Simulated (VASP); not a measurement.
Wanted: the native input for a VASP 6.6.1 run.

| Property | Result |
| --- | --- |
| Task | single point |
| Functional | r2SCAN |
| Potentials or basis | VASP PAW PBE potentials, release 64 (Pb_d) |
| Cutoff | 520 eV |
| k mesh | 14 × 14 × 14 |
| Occupations | gaussian, width 0.1 eV |
| Spin | no spin polarisation |
| Dipole correction | no |
| Further INCAR settings | ALGO = Normal; EDIFF = 1e-06; NBANDS = 13 |

The system is Pb.

```
Pb
1.0
     0.00000    2.52253    2.52253
     2.52253    0.00000    2.52253
     2.52253    2.52253    0.00000
Pb
1
Direct
  0.00000 0.00000 0.00000
```

This cell differs from its parent crystal: volume scaled by 1.03.

One way to write it, as run:

POSCAR

```
Pb
1.0
    0.0000000000      2.5225263169      2.5225263169
    2.5225263169      0.0000000000      2.5225263169
    2.5225263169      2.5225263169      0.0000000000
Pb
1
Direct
    0.0000000000      0.0000000000      0.0000000000
```

INCAR.step1

```
SYSTEM = Pb
ALGO     = Normal         ! electronic algorithm
EDIFF    = 1E-4           ! SCF threshold, eV
ENCUT    = 520            ! plane-wave cutoff, eV
GGA      = PE             ! functional
ISMEAR   = 0              ! smearing method
LASPH    = .TRUE.         ! aspherical terms in the spheres
LCHARG   = .FALSE.        ! write CHGCAR
LREAL    = .FALSE.        ! projectors in reciprocal space
LWAVE    = .TRUE.         ! write WAVECAR
NBANDS   = 13             ! bands
NELM     = 60             ! most SCF steps
PREC     = Accurate       ! precision mode
SIGMA    = 0.1            ! smearing width, eV
```

INCAR.step2

```
SYSTEM = Pb
ALGO     = Normal         ! electronic algorithm
EDIFF    = 1E-6           ! SCF threshold, eV
ENCUT    = 520            ! plane-wave cutoff, eV
ISIF     = 2              ! what is computed and relaxed
ISMEAR   = 0              ! smearing method
ISTART   = 1            
LASPH    = .TRUE.         ! aspherical terms in the spheres
LCHARG   = .FALSE.        ! write CHGCAR
LMIXTAU  = .TRUE.       
LREAL    = .FALSE.        ! projectors in reciprocal space
LWAVE    = .FALSE.        ! write WAVECAR
METAGGA  = R2SCAN         ! meta-GGA
NBANDS   = 13             ! bands
NELM     = 60             ! most SCF steps
PREC     = Accurate       ! precision mode
SIGMA    = 0.1            ! smearing width, eV
```

KPOINTS

```
k-points
0
G
  14 14 14
  0 0 0
```

Potentials or basis: VASP PAW PBE potentials, release 64 (Pb_d).

Command:

```console
$ cat potpaw_PBE.64/Pb_d/POTCAR > POTCAR
$ cp INCAR.step1 INCAR
$ mpirun -np 1 vasp_std > vasp.out
$ cp INCAR.step2 INCAR
$ mpirun -np 1 vasp_std > vasp.out
```

Results of the run:

```json
{
  "Pressure": "-1.2 GPa",
  "Band gap on the k mesh": "zero (band 7 reaches 13.86 eV, above the bottom of band 8 at 5.13 eV)"
}
```

Caveat: the PAW data sets were made with another functional, which shifts forces and pressure a little; spin-orbit coupling is left out, which moves the levels of the heavy elements.

Run time: 67 s on 1 thread of Intel(R) Xeon(R) 6975P-C (Granite Rapids) (shared host), peak memory 0.19 GiB.
